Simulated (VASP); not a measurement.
## B: single point with PBE

The system is B.

```
B
1.0
     2.97302    0.00000    0.00000
    -1.48651    2.57471    0.00000
     0.00000    0.00000    2.93464
B
3
Direct
  0.00000 0.00000 0.00000
  0.33333 0.66667 0.50000
  0.66667 0.33333 0.50000
```

This isn't the form of B at room conditions, which is rhombohedral.

```
Program                : VASP 6.6.1
Task                   : single point
Functional             : PBE
Potentials or basis    : VASP PAW PBE potentials, release 64 (B)
Cutoff                 : 520 eV
k mesh                 : 14 × 14 × 13
Occupations            : fermi-dirac, width 0.1 eV
Spin                   : no spin polarisation
Dipole correction      : no
Further INCAR settings : ALGO = Normal; EDIFF = 1e-06; NBANDS = 12
```

| Property | Result |
| --- | --- |
| Pressure | -20.8 GPa |
| Band gap on the k mesh | zero (an odd number of electrons rules out a gap without spin polarisation) |

Stress tensor (GPa, compression positive):
```
-24.68   0.00   0.00
  0.00 -24.68   0.00
  0.00   0.00 -13.08
```

Levels at points of the mesh, in eV from the Fermi level:
```csv
k point,band 2,band 3,band 4,band 5,band 6,band 7
"(0.00, 0.00, 0.00)",-3.77,-0.92,-0.92,0.94,0.94,1.45
"(0.50, 0.00, 0.00)",-11.17,-4.92,0.86,1.12,1.56,4.43
```

Wall time 46 s on 1 thread of Intel Xeon 8259CL (shared host), peak memory 0.15 GiB.

Caveat: the cell stands under tension.
